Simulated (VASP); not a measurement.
# Si16Ag (a cell with a defect) in VASP: notebook, part 2 of 2

VASP 6.6.1.

## Step 4: Single point, LDA

Input file INCAR:

```
  PREC = Accurate
  ENCUT = 520
  EDIFF = 1E-6
  ISMEAR = 0
  SIGMA = 0.02
  LREAL = Auto
  LASPH = T
  NELM = 60
  ALGO = Normal
  ISIF = 2
  LWAVE = F
  LCHARG = T
  GGA = CA
  LELF = T
  LVHAR = T
  NELECT = 74.0
  NBANDS = 52
```

Input file KPOINTS:

```
Automatic mesh
0
Gamma
  3 3 3
```

Input file POSCAR:

```
Si16Ag
1.0
    0.0000000000      5.4019422852     -5.4019422852
    5.4019422852      5.4019422852      0.0000000000
    5.4019422852      0.0000000000     -5.4019422852
Si Ag
16 1
Direct
    0.1251055573      0.1277577515      0.1265811377
    0.1248944295      0.6178532320      0.1249805097
    0.5830687063      0.1371714952      0.1376781648
    0.6257972265      0.6261720917      0.1164781974
    0.1232042041      0.1224859440      0.6256771771
    0.1236177591      0.6238278423      0.6220040538
    0.6260560223      0.1194578664      0.6245532295
    0.6261162784      0.6236445749      0.6236256928
    0.2539905885      0.7458129479      0.2500194243
    0.2200551093      0.2565945593      0.2640387336
    0.7342671007      0.7517450735      0.2528534049
    0.7340221888      0.2558256692      0.2539792963
    0.2539643016      0.7423095784      0.7451452251
    0.2540116920      0.2518256264      0.7463022163
    0.7514662848      0.7480802805      0.7452777700
    0.7342016613      0.2526332063      0.7541226442
   -0.0318750166      0.0063730781      0.0170442399
```

Potentials or basis: VASP PAW LDA potentials, release 64 (Si, Ag).

Command:

```
> cat potpaw_LDA.64/Si/POTCAR potpaw_LDA.64/Ag/POTCAR > POTCAR
> mpirun -np 1 vasp_std > vasp.out
```

OUTCAR:

```text
PREC = Accurate
   ENCUT = 520
   EDIFF = 1E-6
   ISMEAR = 0
   LREAL = Auto
   LASPH = T
   NELM = 60
   ISIF = 2
   GGA = CA
   NELECT = 74.0

 ion  position               nearest neighbor table
   1  0.125  0.128  0.127-  10 2.26  14 2.37   9 2.38  17 2.43  12 2.44
   2  0.125  0.618  0.125-  10 2.26  13 2.37   9 2.38  17 2.43  11 2.44
   3  0.583  0.137  0.138-  10 2.26  16 2.40  17 2.40  11 2.41  12 2.41
   4  0.626  0.626  0.116-  12 2.31  11 2.31  15 2.32   9 2.32
   5  0.123  0.122  0.626-  10 2.26  13 2.37  14 2.38  16 2.43  17 2.45
[... 959 lines left out ...]
  Total       -1.9601907     -2.0107960     -2.1595321      0.0379241     -0.2309743      0.1523038
  in kB       -9.9615997    -10.2187734    -10.9746438      0.1927283     -1.1738006      0.7740007
  external PRESSURE =     -10.3850056 kB  Pullay stress =       0.0000000 kB

 VOLUME and BASIS-vectors are now :
 -----------------------------------------------------------------------------
  energy-cutoff  :      520.00
  volume of cell :      315.27
      direct lattice vectors                 reciprocal lattice vectors
     0.000000000  5.401942285 -5.401942285    -0.092559301  0.092559301 -0.092559301
     5.401942285  5.401942285  0.000000000     0.092559301  0.092559301  0.092559301
     5.401942285  0.000000000 -5.401942285     0.092559301 -0.092559301 -0.092559301

 POSITION                                       TOTAL-FORCE (eV/Angst)
 -----------------------------------------------------------------------------------
      1.37392      1.36595     -1.35960         0.010347      0.002956     -0.003795
      4.01275      4.01228     -1.34981        -0.005357     -0.015047     -0.003265
      1.48472      3.89070     -3.89343         0.004008     -0.013014      0.011710
      4.01175      6.76307     -4.00973         0.000998     -0.001850      0.003146
      4.04153      1.32720     -4.04541        -0.004879      0.003182      0.013572
      6.72991      4.03766     -4.02781         0.000448     -0.003629      0.003248
[... 9 lines left out ...]
      5.43844      5.33082     -8.03984        -0.000663      0.009266     -0.004362
      0.12650      5.26418     -5.32183        -0.000729      0.002575     -0.002453
 -----------------------------------------------------------------------------------
    total drift:                                0.004391      0.007975     -0.005021

  FREE ENERGIE OF THE ION-ELECTRON SYSTEM (eV)
  ---------------------------------------------------
  free  energy   TOTEN  =      -103.6732579479 eV

  energy  without entropy=     -103.6732579479  energy(sigma->0) =     -103.67325795
```

OSZICAR:

```text
N       E                     dE             d eps       ncg     rms          rms(c)
DAV:   1     0.205100244746E+03    0.20510E+03   -0.29331E+04  1456   0.120E+03
DAV:   2    -0.887803852784E+02   -0.29388E+03   -0.27827E+03  1692   0.195E+02
DAV:   3    -0.106751028166E+03   -0.17971E+02   -0.17666E+02  1880   0.426E+01
DAV:   4    -0.107133820813E+03   -0.38279E+00   -0.38142E+00  1864   0.730E+00
DAV:   5    -0.107142139328E+03   -0.83185E-02   -0.83113E-02  1864   0.108E+00    0.189E+01
DAV:   6    -0.104391299410E+03    0.27508E+01   -0.16101E+01  1720   0.357E+01    0.169E+01
DAV:   7    -0.103916418464E+03    0.47488E+00   -0.40588E+00  1648   0.133E+01    0.848E+00
DAV:   8    -0.103718429528E+03    0.19799E+00   -0.10810E+00  1720   0.582E+00    0.224E+00
DAV:   9    -0.103670534027E+03    0.47896E-01   -0.24467E-01  1728   0.495E+00    0.456E-01
DAV:  10    -0.103673827981E+03   -0.32940E-02   -0.42772E-02  1792   0.750E-01    0.422E-01
DAV:  11    -0.103673588168E+03    0.23981E-03   -0.48771E-03  1680   0.679E-01    0.283E-01
DAV:  12    -0.103674129781E+03   -0.54161E-03   -0.33240E-03  1716   0.222E-01    0.192E-01
DAV:  13    -0.103673233711E+03    0.89607E-03   -0.24248E-03  1664   0.484E-01    0.707E-02
DAV:  14    -0.103673266241E+03   -0.32531E-04   -0.64055E-04  1724   0.900E-02    0.276E-02
DAV:  15    -0.103673257501E+03    0.87402E-05   -0.28289E-05  1888   0.475E-02    0.903E-03
DAV:  16    -0.103673258931E+03   -0.14296E-05   -0.22488E-05  1700   0.252E-02    0.846E-03
DAV:  17    -0.103673257948E+03    0.98274E-06   -0.58239E-06  1592   0.220E-02
   1 F= -.10367326E+03 E0= -.10367326E+03  d E =-.172760E-14
```

stdout:

```text
POSCAR found type information on POSCAR SiAg
 POSCAR found :  2 types and      17 ions
 scaLAPACK will be used
 LDA part: xc-table for (Slater(with rela. corr.)+CA(PZ))
 , standard interpolation
 POSCAR, INCAR and KPOINTS ok, starting setup
 FFT: planning ... GRIDC
 FFT: planning ... GRID_SOFT
 FFT: planning ... GRID
 WAVECAR not read
 entering main loop
 the old and the new charge density differ
 old charge density:    75.00000 new   74.00000
    0.189E+01
```

Wall time 4 min (1 thread of Intel Xeon 6975P-C (Granite Rapids), shared host); peak memory 0.42 GiB.

Results:

```yaml
Free_energy: -103.6733 eV
Largest_force: 0.018 eV/Å
```

Forces in eV/Å, atoms in the order of the input:
```
Si   0.010  0.003 -0.004
Si  -0.005 -0.015 -0.003
Si   0.004 -0.013  0.012
Si   0.001 -0.002  0.003
Si  -0.005  0.003  0.014
Si   0.000 -0.004  0.003
Si   0.000 -0.003  0.003
Si   0.006 -0.001  0.001
Si  -0.003  0.002  0.000
Si  -0.003  0.000 -0.003
Si   0.002  0.002 -0.007
Si  -0.004  0.005 -0.007
Si   0.000  0.005 -0.004
Si  -0.001  0.001  0.000
Si  -0.001  0.003 -0.001
Si  -0.001  0.009 -0.004
Ag  -0.001  0.003 -0.002
```

Levels at points of the mesh, in eV from the Fermi level:
| k point | band 33 | band 34 | band 35 | band 36 | band 37 | band 38 | band 39 | band 40 | band 41 | band 42 |
| --- | --- | --- | --- | --- | --- | --- | --- | --- | --- | --- |
| (0.00, 0.00, 0.00) | -0.65 | -0.63 | -0.34 | -0.14 | -0.10 | 0.16 | 0.54 | 0.55 | 0.67 | 0.68 |

Caveat: the cell carries a net charge on a neutralising background, which shifts energy and pressure; the cell is charged against a uniform background, so pressure and absolute levels hang on convention.

## Step 5: Single point, LDA

Input file INCAR:

```
SYSTEM = Si16Ag
  PREC = Accurate
  ENCUT = 520
  EDIFF = 1E-6
  ISMEAR = 0
  SIGMA = 0.02
  LREAL = Auto
  LASPH = .True.
  NELM = 60
  ALGO = Normal
  ISIF = 2
  LWAVE = .False.
  LCHARG = .False.
  NELECT = 74.0
  NBANDS = 52
```

Input file KPOINTS:

```
regular mesh
0
Gamma
  3 3 3
  0 0 0
```

Input file POSCAR:

```
Si16Ag
1.0
    0.0000000000      5.4019422852     -5.4019422852
    5.4019422852      5.4019422852      0.0000000000
    5.4019422852      0.0000000000     -5.4019422852
Si Ag
16 1
Direct
    0.1300747885      0.1372746062      0.1316336722
    0.1298946681      0.5993123083      0.1316940209
    0.5836391493      0.1397001227      0.1352432072
    0.6318455140      0.6386567679      0.0890985084
    0.1056935580      0.1130855288      0.6666119906
    0.1260645642      0.6290777133      0.6140816256
    0.6206122396      0.1348406668      0.6154368789
    0.6204195312      0.6272944658      0.6155833077
    0.2636087031      0.7458611713      0.2428774561
    0.2212543076      0.2384625625      0.3000676265
    0.7342170261      0.7474391222      0.2449567082
    0.7342991262      0.2716910738      0.2448594284
    0.2483699250      0.7365735859      0.7559260696
    0.2485895682      0.2574352754      0.7558991349
    0.7537405594      0.7629294765      0.7185110086
    0.7273713403      0.2558109523      0.7591684219
   -0.0389974548     -0.0250084123      0.0872815693
```

Command:

```
> cat potpaw_LDA.64/Si/POTCAR potpaw_LDA.64/Ag/POTCAR > POTCAR
> mpirun -np 1 vasp_std > vasp.out
```

Run time: 4.1 min. Hardware: 1 thread of Intel Xeon 6975P-C (Granite Rapids), shared host; peak memory 0.42 GiB.

Results (log left out):

| Quantity | Value |
| --- | --- |
| Free energy | -103.6630 eV |
| Largest force | 0.086 eV/Å |

Forces on the atoms (eV/Å):
```
Si   0.019 -0.008  0.005
Si   0.003 -0.018  0.003
Si   0.003 -0.004 -0.006
Si   0.016 -0.013 -0.003
Si   0.005 -0.006  0.006
Si   0.003 -0.002  0.012
Si  -0.011 -0.014 -0.010
Si   0.013  0.012 -0.008
Si   0.008 -0.007 -0.012
Si  -0.017  0.020  0.016
Si  -0.004 -0.004 -0.011
Si   0.000  0.004 -0.013
Si  -0.006 -0.005 -0.004
Si   0.002  0.003 -0.001
Si   0.017 -0.016 -0.021
Si  -0.003  0.006  0.000
Ag  -0.049  0.053  0.048
```

Levels at points of the mesh, in eV from the Fermi level:
| k point | band 34 | band 35 | band 36 | band 37 | band 38 | band 39 | band 40 | band 41 |
| --- | --- | --- | --- | --- | --- | --- | --- | --- |
| (0.00, 0.00, 0.00) | -0.97 | -0.56 | -0.18 | -0.04 | 0.04 | 0.36 | 0.44 | 0.46 |

Caveat: the cell carries a net charge on a neutralising background, which shifts energy and pressure; the cell is charged against a uniform background, so pressure and absolute levels hang on convention.

## Step 6: Single point, LDA

Input file INCAR:

```
SYSTEM = Si16Ag
ALGO = Normal ; EDIFF = 1E-6
ENCUT = 520 ; ISIF = 2
ISMEAR = 0 ; LASPH = .True.
LCHARG = .True. ; LELF = .True.
LREAL = Auto ; LVHAR = .True.
LWAVE = .False. ; NBANDS = 52
NELECT = 74.0 ; NELM = 60
PREC = Accurate ; SIGMA = 0.02
```

Input file KPOINTS:

```
k-points
0
Gamma
  3 3 3
  0 0 0
```

Input file POSCAR:

```
Si16Ag
1.0
    0.0000000000      5.4019422852     -5.4019422852
    5.4019422852      5.4019422852      0.0000000000
    5.4019422852      0.0000000000     -5.4019422852
Si Ag
16 1
Direct
    0.1237164273      0.1394376245      0.1299340058
    0.1253575963      0.6101010203      0.1321131294
    0.5993182320      0.1394240183      0.1302484297
    0.6329344742      0.6524167260      0.0749412857
    0.1080913992      0.1199671277      0.6564737853
    0.1345229108      0.6253713612      0.6189366386
    0.6152091830      0.1463359766      0.6158372904
    0.6135692173      0.6250758193      0.6192364382
    0.2720324325      0.7437181458      0.2431467111
    0.2322939479      0.2418618029      0.2858868937
    0.7338192063      0.7437145360      0.2435161152
    0.7312844698      0.2900400295      0.2397653347
    0.2419086379      0.7476452518      0.7609095549
    0.2437200234      0.2533315663      0.7593467837
    0.7579352544      0.7680134813      0.7083978869
    0.7361610491      0.2530440771      0.7596322366
   -0.1037115857     -0.0873287746      0.2877470580
```

Potentials or basis: VASP PAW LDA potentials, release 64 (Si, Ag).

Command:

```
> cat potpaw_LDA.64/Si/POTCAR potpaw_LDA.64/Ag/POTCAR > POTCAR
> mpirun -np 1 vasp_std > vasp.out
```

Run time: 4 min. Hardware: 1 thread of Intel Xeon 6975P-C (Granite Rapids), shared host; peak memory 0.42 GiB.

The run converged. Its results:

| Item | Value |
| --- | --- |
| Free energy | -103.6629 eV |
| Largest force | 0.088 eV/Å |

Forces in eV/Å, atoms in the order of the input:
```
Si  -0.009  0.003 -0.004
Si  -0.013  0.008  0.009
Si  -0.013 -0.004  0.001
Si   0.018 -0.021 -0.018
Si  -0.021  0.015  0.019
Si  -0.003  0.006 -0.006
Si  -0.001 -0.006 -0.004
Si  -0.001 -0.003  0.007
Si   0.002  0.019  0.002
Si  -0.003  0.016  0.013
Si   0.004  0.006  0.019
Si  -0.007  0.005  0.000
Si   0.012  0.004  0.003
Si  -0.008 -0.013  0.013
Si   0.006  0.007  0.005
Si  -0.009  0.015 -0.010
Ag   0.046 -0.056 -0.050
```

Levels at points of the mesh, in eV from the Fermi level:
| k point | band 33 | band 34 | band 35 | band 36 | band 37 | band 38 | band 39 | band 40 | band 41 | band 42 |
| --- | --- | --- | --- | --- | --- | --- | --- | --- | --- | --- |
| (0.00, 0.00, 0.00) | -0.99 | -0.97 | -0.56 | -0.18 | -0.04 | 0.04 | 0.36 | 0.44 | 0.46 | 0.72 |

Caveat: the cell carries a net charge on a neutralising background, which shifts energy and pressure; the cell is charged against a uniform background, so pressure and absolute levels hang on convention.
